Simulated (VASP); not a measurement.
A run of VASP 6.6.1 is set up as follows.

The input INCAR:

```
PREC = Accurate
ENCUT = 520
EDIFF = 1E-6
ISMEAR = 0
SIGMA = 0.1
LREAL = Auto
LASPH = True
NELM = 60
ALGO = Normal
ISIF = 2
LWAVE = False
LCHARG = False
GGA = PE
NBANDS = 94
```

File KPOINTS:

```
regular mesh
0
Gamma
  4 4 4
```

POSCAR

```
LiLuSe2
1.0
    0.0000000000      5.6239000000      5.6239000000
    5.6239000000      0.0000000000      5.6239000000
    5.6239000000      5.6239000000      0.0000000000
Li Lu Se
4 4 8
Direct
    0.1250000000      0.1250000000      0.1250000000
    0.6250000000      0.1250000000      0.1250000000
    0.1250000000      0.1250000000      0.6250000000
    0.1250000000      0.6250000000      0.1250000000
    0.6250000000      0.6250000000      0.6250000000
    0.1250000000      0.6250000000      0.6250000000
    0.6250000000      0.6250000000      0.1250000000
    0.6250000000      0.1250000000      0.6250000000
    0.3781200000      0.3781200000      0.3781200000
    0.3843600000      0.8718800000      0.8718800000
    0.3781200000      0.3781200000      0.8656400000
    0.8718800000      0.3843600000      0.8718800000
    0.8656400000      0.3781200000      0.3781200000
    0.8718800000      0.8718800000      0.8718800000
    0.3781200000      0.8656400000      0.3781200000
    0.8718800000      0.8718800000      0.3843600000
```

Potentials or basis: VASP PAW PBE potentials, release 64 (Li_sv, Lu, Se).

Command:

```bash
$ cat potpaw_PBE.64/Li_sv/POTCAR potpaw_PBE.64/Lu/POTCAR potpaw_PBE.64/Se/POTCAR > POTCAR
$ mpirun -np 1 vasp_std > vasp.out
```

(1) Predict the largest force.

(2) Estimate the band gap on the k mesh.

## Answers

(1) 0.558 eV/Å.

(2) 1.64 eV.

Caveat: spin-orbit coupling is left out, which moves the levels of the heavy elements.
